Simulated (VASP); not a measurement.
# Lu (P6_3/mmc) in VASP: single point with PBE

Aim: the single point of Lu with PBE.

All numbers are computed with VASP 6.6.1; they aren't measurements. Logs are shortened: lines on timing, memory, paths and dates and some standing lists are left out, and cuts for length are marked.

## (1) The cell of the first run

It takes space group P6_3/mmc (No. 194, hexagonal). Conventional cell: a = 3.507 Å, b = 3.507 Å, c = 5.462 Å, α = 90.00°, β = 90.00°, γ = 120.00°. Within 4.5 Å of Lu (site symmetry -6m2) lie 12 Lu at 3.40 to 3.51 Å.

## (2) Single point, PBE

The input, INCAR:

```
SYSTEM = Lu
ALGO = Fast
EDIFF = 1E-7
ENCUT = 520
GGA = PE
ISIF = 2
ISMEAR = 0
LASPH = .TRUE.
LCHARG = .TRUE.
LELF = .TRUE.
LREAL = .FALSE.
LVHAR = .TRUE.
LWAVE = .FALSE.
NBANDS = 32
NELM = 60
PREC = Accurate
SIGMA = 0.1
```

The input, KPOINTS:

```
k-points
0
G
  15 15 8
  0 0 0
```

The input, POSCAR:

```
Lu
1.0
    3.5066864052      0.0000000000      0.0000000000
   -1.7533432026      3.0368795100      0.0000000000
    0.0000000000      0.0000000000      5.4616231961
Lu
2
Direct
    0.3333333333      0.6666666667      0.7500000000
    0.6666666667      0.3333333333      0.2500000000
```

Potentials or basis: VASP PAW PBE potentials, release 64 (Lu).

Launch:

```bash
> cat potpaw_PBE.64/Lu/POTCAR > POTCAR
> mpirun -np 1 vasp_std > vasp.out
```

OUTCAR:

```text
SYSTEM = Lu
   EDIFF = 1E-7
   ENCUT = 520
   GGA = PE
   ISIF = 2
   ISMEAR = 0
   LASPH = .TRUE.
   LREAL = .FALSE.
   NELM = 60
   PREC = Accurate

 ion  position               nearest neighbor table
   1  0.333  0.667  0.750-   2 3.40   2 3.40   2 3.40   2 3.40   2 3.40   2 3.40
   2  0.667  0.333  0.250-   1 3.40   1 3.40   1 3.40   1 3.40   1 3.40   1 3.40

  LATTYP: Found a hexagonal cell.
 ALAT       =     3.5066864052
 C/A-ratio  =     1.5574883423

  Lattice vectors:

 A1 = (   3.5066864052,   0.0000000000,   0.0000000000)
 A2 = (  -1.7533432026,   3.0368795100,   0.0000000000)
 A3 = (   0.0000000000,   0.0000000000,   5.4616231961)

Analysis of symmetry for initial positions (statically):
=====================================================================
 Subroutine PRICEL returns:
 Original cell was already a primitive cell.

 Routine SETGRP: Setting up the symmetry group for a
 hexagonal supercell.

 Subroutine GETGRP returns: Found 24 space group operations
 (whereof 12 operations were pure point group operations)
 out of a pool of 24 trial point group operations.

The static configuration has the point symmetry D_3d.
 The point group associated with its full space group is D_6h.

Analysis of symmetry for dynamics (positions and initial velocities):
=====================================================================
 Subroutine PRICEL returns:
 Original cell was already a primitive cell.

 Routine SETGRP: Setting up the symmetry group for a
 hexagonal supercell.

 Subroutine GETGRP returns: Found 24 space group operations
 (whereof 12 operations were pure point group operations)
 out of a pool of 24 trial point group operations.

The dynamic configuration has the point symmetry D_3d.
 The point group associated with its full space group is D_6h.

 Subroutine INISYM returns: Found 24 space group operations
 (whereof 12 operations are pure point group operations),
 and found     1 'primitive' translations

----------------------------------------------------------------------------------------

                                     Primitive cell

  volume of cell :      58.1629

  direct lattice vectors                    reciprocal lattice vectors
     3.506686405  0.000000000  0.000000000     0.285169497  0.164642686  0.000000000
    -1.753343203  3.036879510  0.000000000     0.000000000  0.329285372  0.000000000
     0.000000000  0.000000000  5.461623196     0.000000000  0.000000000  0.183095751

  length of vectors
     3.506686405  3.506686405  5.461623196     0.329285372  0.329285372  0.183095751

  position of ions in fractional coordinates (direct lattice)
     0.333333333  0.666666667  0.750000000
     0.666666667  0.333333333  0.250000000

  ion indices of the primitive-cell ions
   primitive index   ion index
                 1           1
                 2           2

----------------------------------------------------------------------------------------

 KPOINTS: k-points

Automatic generation of k-mesh.
 Grid dimensions read from file:
 generate k-points for:   15   15    8

 Generating k-lattice:

  Cartesian coordinates                     Fractional coordinates (reciprocal lattice)
     0.019011300  0.010976179  0.000000000     0.066666667 -0.000000000  0.000000000
     0.000000000  0.021952358  0.000000000     0.000000000  0.066666667  0.000000000
     0.000000000  0.000000000  0.022886969     0.000000000  0.000000000  0.125000000

  Length of vectors
     0.021952358  0.021952358  0.022886969

  Shift w.r.t. Gamma in fractional coordinates (k-lattice)
     0.000000000  0.000000000  0.000000000

 Subroutine IBZKPT returns following result:
 ===========================================

 Found    135 irreducible k-points:

 Following reciprocal coordinates:
            Coordinates               Weight
  0.000000  0.000000  0.000000      1.000000
  0.066667  0.000000  0.000000      6.000000
  0.133333  0.000000  0.000000      6.000000
  0.200000 -0.000000  0.000000      6.000000
  0.266667  0.000000  0.000000      6.000000
  0.333333 -0.000000  0.000000      6.000000
[... 16 lines left out ...]
  0.333333  0.200000  0.000000     12.000000
  0.400000  0.200000  0.000000      6.000000
 [... further k-points ...]
   k-points           NKPTS =    135   k-points in BZ     NKDIM =    135   number of bands    NBANDS=     32
   number of dos      NEDOS =    301   number of ions     NIONS =      2
   total plane-waves  NPLWV =  32928
   dimension x,y,z NGX =    28 NGY =   28 NGZ =   42
   dimension x,y,z NGXF=    56 NGYF=   56 NGZF=   84
   ions per type =               2
   NGX,Y,Z   is equivalent  to a cutoff of  13.27, 13.27, 12.78 a.u.
   NGXF,Y,Z  is equivalent  to a cutoff of  26.55, 26.55, 25.57 a.u.
 SYSTEM =  Lu
   PREC   = accura    normal or accurate (medium, high low for compatibility)
   ISTART =      0    job   : 0-new  1-cont  2-samecut
   ICHARG =      2    charge: 1-file 2-atom 10-const
   ISPIN  =      1    spin polarized calculation?
   LNONCOLLINEAR =      F non collinear calculations
   LSORBIT =      F    spin-orbit coupling
   LASPH  =      T    aspherical Exc in radial PAW
   ENCUT  =  520.0 eV  38.22 Ry    6.18 a.u.   6.52  6.52 10.15*2*pi/ulx,y,z
   NELM   =     60;   NELMIN=  2; NELMDL= -5     # of ELM steps
   EDIFF  = 0.1E-06   stopping-criterion for ELM
   LREAL  =      F    real-space projection
   EDIFFG = 0.1E-05   stopping-criterion for IOM
   NSW    =      0    number of steps for IOM
   IBRION =     -1    ionic relax: 0-MD 1-quasi-New 2-CG
   NFREE  =      0    steps in history (QN), initial steepest desc. (CG)
   ISIF   =      2    stress and relaxation
   ISYM   =      2    0-nonsym 1-usesym 2-fastsym
   POTIM  = 0.5000    time-step for ionic-motion
   TEBEG  =    0.0;   TEEND  =   0.0 temperature during run
   PSTRESS=    0.0 pullay stress
   NELECT =      50.0000    total number of electrons
   NUPDOWN=      -1.0000    fix difference up-down
   EMIN   =  10.00;   EMAX   =-10.00  energy-range for DOS
   EFERMI =   0.00;   METHOD = LEGACY
   ISMEAR =     0;   SIGMA  =   0.10  broadening in eV -4-tet -1-fermi 0-gaus
   EFERMI_NEDOS =   21; number of points for ismear=-14 and -15
   IALGO  =     68    algorithm
   IMIX   =      4    mixing-type and parameters
     AMIX     =   0.40;   BMIX     =  1.00
     AMIX_MAG =   1.60;   BMIX_MAG =  1.00
  volume/ion in A,a.u.               =      29.08       196.25
  Fermi-wavevector in a.u.,A,eV,Ry     =   1.556621  2.941586 32.967835  2.423068
  Thomas-Fermi vector in A             =   2.660390
   LORBIT       =      0    0 simple, 1 ext, 2 COOP (PROOUT), +10 PAW based schemes
   GGA     = PE    functional components
   LHFCALC =     F    Hartree Fock is set to
   AEXX    =    0.0000 exact exchange contribution
   IVDW    =     0    specifies the selected vdW correction
   LEPSILON=     F    determine dielectric tensor
   LRPA    =     F    only Hartree local field effects (RPA)
 non-spin polarized calculation
 RMM-DIIS sequential band-by-band and
 Gauss-broadening in eV      SIGMA  =   0.10
  energy-cutoff  :      520.00
  volume of cell :       58.16
 maximum number of plane-waves:      1604
 NGX is ok and might be reduce to    28
   NGX = 13   NGY = 13   NGZ = 21

 number of electron      49.9999994 magnetization

 Free energy of the ion-electron system (eV)
  ---------------------------------------------------
  ext. energy  EPLUGINS =         0.00000000
  ---------------------------------------------------
  free energy    TOTEN  =        -9.04976146 eV

  energy without entropy =       -9.03233866  energy(sigma->0) =       -9.04105006

 E-fermi :   2.2214     XC(G=0): -10.6705

 val. band max:        2.2141213121   @ k =   0.4667   0.0667   0.3750
 cond. band min:       2.2260059658   @ k =   0.3333   0.1333   0.2500
 fundamental gap:      0.0118846537
 Fermi energy:         2.2213973763

 k-point     1 :       0.0000    0.0000    0.0000
  band No.  band energies     occupation
      1     -53.9610      2.00000
      2     -53.9246      2.00000
      3     -24.9102      2.00000
      4     -24.4799      2.00000
      5     -24.4799      2.00000
      6     -24.3933      2.00000
[... 24 lines left out ...]
     31       5.6582      0.00000
     32       5.6582      0.00000

 k-point     2 :       0.0667    0.0000    0.0000
  band No.  band energies     occupation
      1     -53.9600      2.00000
      2     -53.9242      2.00000
      3     -24.9030      2.00000
      4     -24.4939      2.00000
      5     -24.4848      2.00000
      6     -24.4083      2.00000
[... 24 lines left out ...]
     31       5.4980      0.00000
     32       5.5461      0.00000

 k-point     3 :       0.1333    0.0000    0.0000
  band No.  band energies     occupation
      1     -53.9570      2.00000
      2     -53.9234      2.00000
      3     -24.8822      2.00000
      4     -24.5336      2.00000
      5     -24.4985      2.00000
      6     -24.4500      2.00000
[... 24 lines left out ...]
     31       5.4414      0.00000
     32       5.5441      0.00000

 k-point     4 :       0.2000   -0.0000    0.0000
  band No.  band energies     occupation
      1     -53.9525      2.00000
      2     -53.9222      2.00000
      3     -24.8494      2.00000
      4     -24.5924      2.00000
      5     -24.5180      2.00000
      6     -24.5099      2.00000
[... 24 lines left out ...]
     31       5.8519      0.00000
     32       6.0045      0.00000

 k-point     5 :       0.2667    0.0000    0.0000
  band No.  band energies     occupation
      1     -53.9471      2.00000
      2     -53.9211      2.00000
      3     -24.8077      2.00000
      4     -24.6602      2.00000
      5     -24.5765      2.00000
      6     -24.5396      2.00000
[... 584 lines left out ...]
     31       6.9284      0.00000
     32       7.8461      0.00000

 k-point    22 :       0.2667    0.2000    0.0000
  band No.  band energies     occupation
      1     -53.9352      2.00000
      2     -53.9206      2.00000
      3     -24.7337      2.00000
      4     -24.7050      2.00000
      5     -24.6912      2.00000
      6     -24.5871      2.00000
[... 24 lines left out ...]
     31       7.3182      0.00000
     32       8.5479      0.00000

 k-point    23 :       0.3333    0.2000    0.0000
  band No.  band energies     occupation
      1     -53.9313      2.00000
      2     -53.9214      2.00000
      3     -24.7646      2.00000
      4     -24.6894      2.00000
      5     -24.6646      2.00000
      6     -24.6213      2.00000
[... 24 lines left out ...]
     31       7.5990      0.00000
     32       8.8527      0.00000

 k-point    24 :       0.4000    0.2000    0.0000
  band No.  band energies     occupation
      1     -53.9295      2.00000
      2     -53.9221      2.00000
      3     -24.7754      2.00000
      4     -24.6832      2.00000
      5     -24.6450      2.00000
      6     -24.6392      2.00000
[... 24 lines left out ...]
     31       7.7581      0.00000
     32       8.4914      0.00000

 [... further k-points ...]

------------------------ aborting loop because EDIFF is reached ----------------------------------------

  FORCE on cell =-STRESS in cart. coord.  units (eV):
  Direction    XX          YY          ZZ          XY          YZ          ZX
  --------------------------------------------------------------------------------------
  -------------------------------------------------------------------------------------
  Total        0.0234792      0.0234792      0.0245579      0.0000000      0.0000000      0.0000000
  in kB        0.6467675      0.6467675      0.6764808      0.0000000      0.0000000      0.0000000
  external PRESSURE =       0.6566719 kB  Pullay stress =       0.0000000 kB

 VOLUME and BASIS-vectors are now :
 -----------------------------------------------------------------------------
  energy-cutoff  :      520.00
  volume of cell :       58.16
      direct lattice vectors                 reciprocal lattice vectors
     3.506686405  0.000000000  0.000000000     0.285169497  0.164642686  0.000000000
    -1.753343203  3.036879510  0.000000000     0.000000000  0.329285372  0.000000000
     0.000000000  0.000000000  5.461623196     0.000000000  0.000000000  0.183095751

 POSITION                                       TOTAL-FORCE (eV/Angst)
 -----------------------------------------------------------------------------------
     -0.00000      2.02459      4.09622         0.000000     -0.000000      0.000000
      1.75334      1.01229      1.36541        -0.000000      0.000000      0.000000
 -----------------------------------------------------------------------------------
    total drift:                                0.000000     -0.000000      0.000000

  FREE ENERGIE OF THE ION-ELECTRON SYSTEM (eV)
  ---------------------------------------------------
  free  energy   TOTEN  =        -9.0497614580 eV

  energy  without entropy=       -9.0323386578  energy(sigma->0) =       -9.04105006
```

Run time: 6.4 min. Hardware: 1 thread of AMD EPYC 9R45 (Zen 5), shared host; peak memory 0.31 GiB.

Results:

* Free energy: -9.0498 eV
* Pressure: 0.1 GPa
* Band gap on the k mesh: zero (bands 25 and 26 overlap by 1.87 eV)

Caveat: spin-orbit coupling is left out, which moves the levels of the heavy elements.
